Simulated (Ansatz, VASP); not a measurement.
**PbF2 in VASP and in Ansatz**

File INCAR:

```
SYSTEM = PbF2
PREC = Accurate
ENCUT = 520
EDIFF = 1E-6
ISMEAR = 0
SIGMA = 0.01
LREAL = .FALSE.
LASPH = .TRUE.
NELM = 80
ALGO = Normal
ISIF = 2
LWAVE = .FALSE.
LCHARG = .FALSE.
GGA = PS
NBANDS = 21
```

The input KPOINTS:

```
Automatic mesh
0
G
  8 8 8
  0 0 0
```

POSCAR

```
PbF2
1.0
    2.9037602326      2.9037602326      0.0000000000
   -2.9037602326      2.9037602326      0.0000000000
    0.0000000000      2.9037602326      2.9037602326
Pb F
1 2
Direct
    0.0000000000      0.0000000000      0.0000000000
    0.2500000000      0.7500000000      0.5000000000
    0.7500000000      0.2500000000      0.5000000000
```

Input for Ansatz:

```yaml
crystal:
  lattice:
    - [2.90376023264, 2.90376023264, 0.0]
    - [-2.90376023264, 2.90376023264, 0.0]
    - [0.0, 2.90376023264, 2.90376023264]
  atoms:
    - { symbol: Pb, position: [0.0, 0.0, 0.0] }
    - { symbol: F, position: [0.25, 0.75, 0.5] }
    - { symbol: F, position: [0.75, 0.25, 0.5] }
kpoints:
  mp_grid: { grid: [8, 8, 8] }
scf:
  occupations: { method: fixed }
  convergence: { dr2_threshold: 1.0e-10 }
hamiltonian:
  xc: pbesol
  pseudopotentials: { kind: all_electron, lapw: { basis_error: 0.0005 } }
output:
  forces: true
  stress: true
  eigenstates:
    kpoints:
      - [0.0, 0.0, 0.0]
      - [-0.5, 0.5, 0.0]
      - [-0.5, -0.5, -0.5]
      - [0.0, 0.0, -0.5]
      - [0.5, 0.0, 0.0]
      - [0.0, 0.5, 0.5]
      - [0.0, -0.5, 0.0]
      - [0.5, 0.0, 0.5]
      - [-0.75, 0.25, -0.25]
      - [-0.75, -0.25, -0.5]
      - [-0.5, -0.5, -0.75]
  eigenvalues: true
```

Alike in both runs: task single point; functional PBEsol; k mesh 8 × 8 × 8; no spin polarisation.

|  | VASP | Ansatz |
| --- | --- | --- |
| version | VASP 6.6.1 | Ansatz 0.2.0 |
| potentials or method | VASP PAW PBE potentials, release 64 (Pb_d, F), cutoff 520 eV | all-electron LAPW, scalar-relativistic |
| occupations | gaussian, width 0.01 eV | fixed |

```csv
,VASP,Ansatz,Ansatz less VASP
gap on the k mesh at the Fermi level (eV),4.28,4.28,-0.003
pressure (GPa),3.8,4.0,+0.22
```

VASP's potentials were made for PBE, not for PBEsol. Ansatz ran all-electron here, and VASP with PAW potentials.

Neither program's run includes spin-orbit coupling.
